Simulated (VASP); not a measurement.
Wanted: the native input for a VASP 6.6.1 run.

| Quantity | Value |
| --- | --- |
| Task | relaxation of cell and atoms |
| Functional | PBE |
| Potentials or basis | VASP PAW PBE potentials, release 64 (Ni, Al) |
| Cutoff | 600 eV |
| k mesh | 12 × 12 × 12 |
| Occupations | fermi-dirac, width 0.05 eV |
| Spin | no spin polarisation |
| Target pressure | 9.3 GPa |
| Dipole correction | no |
| Further INCAR settings | ALGO = Normal; EDIFF = 1e-07; IBRION = 2; EDIFFG = -0.005; NSW = 32; ISIF = 3 |

The structure of AlNi (zincblende type) lies in POSCAR:

```
AlNi
1.0
    0.0000000000      2.5801401854      2.5801401854
    2.5801401854      0.0000000000      2.5801401854
    2.5801401854      2.5801401854      0.0000000000
Ni Al
1 1
Direct
    0.0000000000      0.0000000000      0.0000000000
    0.2500000000      0.2500000000      0.2500000000
```

These files were run (other wordings do the same):

INCAR

```
PREC = Accurate
ENCUT = 600
EDIFF = 1E-7
ISMEAR = -1
SIGMA = 0.05
LREAL = False
LASPH = True
NELM = 80
ALGO = Normal
ISIF = 3
LWAVE = False
LCHARG = False
GGA = PE
IBRION = 2
NSW = 32
EDIFFG = -0.005
PSTRESS = 93.0
```

KPOINTS

```
regular mesh
0
Gamma
  12 12 12
```

Potentials or basis: VASP PAW PBE potentials, release 64 (Ni, Al).

The run is started by

```bash
$ cat potpaw_PBE.64/Ni/POTCAR potpaw_PBE.64/Al/POTCAR > POTCAR
$ mpirun -np 1 vasp_std > vasp.out
```

Results of the run:

- Relaxed volume: 17.16 Å³/atom
- Relaxed cell: a = 3.648 Å, b = 3.648 Å, c = 3.648 Å, α = 60.00°, β = 60.00°, γ = 60.00°
- Space group after relaxing (to 0.05 Å): F-43m (No. 216)
- Energy change on relaxing (the enthalpy is what falls): +0.9 meV/atom
- Ionic steps: 2
- Pressure after relaxing: 9.3 GPa

Caveat: the cell is relaxed towards a set pressure, so the enthalpy falls and the energy may rise.

Wall time 81 s on 1 thread of AMD EPYC 7R13, with other jobs on the host, peak memory 0.17 GiB.
